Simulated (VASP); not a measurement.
Here is a VASP 6.6.1 calculation.

File POSCAR:

```
ZnS
1.0
    3.8230000000      0.0000000000      0.0000000000
   -1.9115000000      3.3108151187      0.0000000000
    0.0000000000      0.0000000000      6.2610000000
Zn S
2 2
Direct
    0.3333333333      0.6666666667      0.0000000000
    0.6666666667      0.3333333333      0.5000000000
    0.3333333333      0.6666666667      0.3750000000
    0.6666666667      0.3333333333      0.8750000000
```

Contents of INCAR.step1:

```
PREC = Accurate
ENCUT = 600
ISMEAR = 0
SIGMA = 0.02
LREAL = F
LASPH = T
NELM = 100
GGA = PE
ALGO = Normal
EDIFF = 1E-4
LWAVE = T
LCHARG = F
```

INCAR.step2

```
PREC = Accurate
ENCUT = 600
EDIFF = 1E-6
ISMEAR = 0
SIGMA = 0.02
LREAL = F
LASPH = T
NELM = 100
ALGO = Normal
ISIF = 3
LWAVE = F
LCHARG = F
METAGGA = R2SCAN
LMIXTAU = T
IBRION = 2
NSW = 100
EDIFFG = -0.002
ISTART = 1
```

File KPOINTS:

```
Automatic mesh
0
Gamma
  6 6 4
```

Potentials or basis: VASP PAW PBE potentials, release 64 (Zn, S).

The run is started by

```console
$ cat potpaw_PBE.64/Zn/POTCAR potpaw_PBE.64/S/POTCAR > POTCAR
$ cp INCAR.step1 INCAR
$ mpirun -np 1 vasp_std > vasp.out
$ cp INCAR.step2 INCAR
$ mpirun -np 1 vasp_std > vasp.out
```

(1) What does it give for the relaxed cell?

(2) Predict the space group after relaxing (to 0.05 Å).

(3) Predict the relaxed volume.

## Answers

(1) a = 3.805 Å, b = 3.805 Å, c = 6.250 Å, α = 90.00°, β = 90.00°, γ = 120.00°.

(2) P6_3mc (No. 186).

(3) 19.59 Å³/atom.

Caveat: the PAW data sets were made with another functional, which shifts forces and pressure a little.
